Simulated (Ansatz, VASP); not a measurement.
Given: the input of a run of Ansatz 0.2.0 on Cu.

Contents of input.yaml:

```yaml
crystal:
  lattice:
    - [0.0, 1.7830713297, 1.7830713297]
    - [1.7830713297, 0.0, 1.7830713297]
    - [1.7830713297, 1.7830713297, 0.0]
  atoms:
    - { symbol: Cu, position: [0.0, 0.0, 0.0] }
hamiltonian:
  xc: blyp
  pseudopotentials: { kind: paw }
  dispersion: d3bj
kpoints:
  mp_grid: { grid: [13, 13, 13] }
scf:
  occupations: { method: fermi_dirac, width: 0.05 }
output:
  forces: true
  stress: true
  eigenvalues: true
```

Potentials or basis: Ansatz PAW.

The run is started by

```console
$ ansatz run input.yaml --threads 2 --pin off --max-ram 5120MiB --backend cpu --events-out ev --progress --plain --runs-dir out
```

Q: Translate it to VASP 6.6.1. Potentials there: VASP PAW PBE potentials, release 64 (Cu_sv_GW).

A: As run (the cutoff follows the program's own potentials):

Contents of INCAR:

```
PREC     = Accurate       # precision mode
ENCUT    = 820            # plane-wave cutoff, eV
EDIFF    = 1E-6           # SCF threshold, eV
ISMEAR   = -1             # smearing method
SIGMA    = 0.05           # smearing width, eV
LREAL    = F              # projectors in reciprocal space
LASPH    = T              # aspherical terms in the spheres
NELM     = 120            # most SCF steps
ALGO     = Normal         # electronic algorithm
ISIF     = 2              # what is computed and relaxed
LWAVE    = F              # write WAVECAR
LCHARG   = T              # write CHGCAR
GGA      = B5             # functional
ALDAX    = 1.0          
AGGAX    = 1.0          
AGGAC    = 1.0          
ALDAC    = 0.0          
IVDW     = 12             # dispersion correction
VDW_S6   = 1.0          
VDW_S8   = 2.6996       
VDW_A1   = 0.4298       
VDW_A2   = 4.2359       
LELF     = T              # ELF
LVHAR    = T            
NBANDS   = 16             # bands
GGA_COMPAT= F
```

KPOINTS

```
regular mesh
0
Gamma
  13 13 13
```

File POSCAR:

```
Cu
1.0
    0.0000000000      1.7830713297      1.7830713297
    1.7830713297      0.0000000000      1.7830713297
    1.7830713297      1.7830713297      0.0000000000
Cu
1
Direct
    0.0000000000      0.0000000000      0.0000000000
```

Potentials or basis: VASP PAW PBE potentials, release 64 (Cu_sv_GW).

Launch:

```console
$ cat potpaw_PBE.64/Cu_sv_GW/POTCAR > POTCAR
$ mpirun -np 1 vasp_std > vasp.out
```

Both were run:

|  | VASP | Ansatz | Ansatz less VASP |
| --- | --- | --- | --- |
| gap on the k mesh at the Fermi level (eV) | none | none | - |
| pressure (GPa) | -4.9 | -3.3 | +1.61 |

VASP's potentials were made for PBE, not for BLYP. A gap of «none» marks a metal or a gap that the smearing closes.
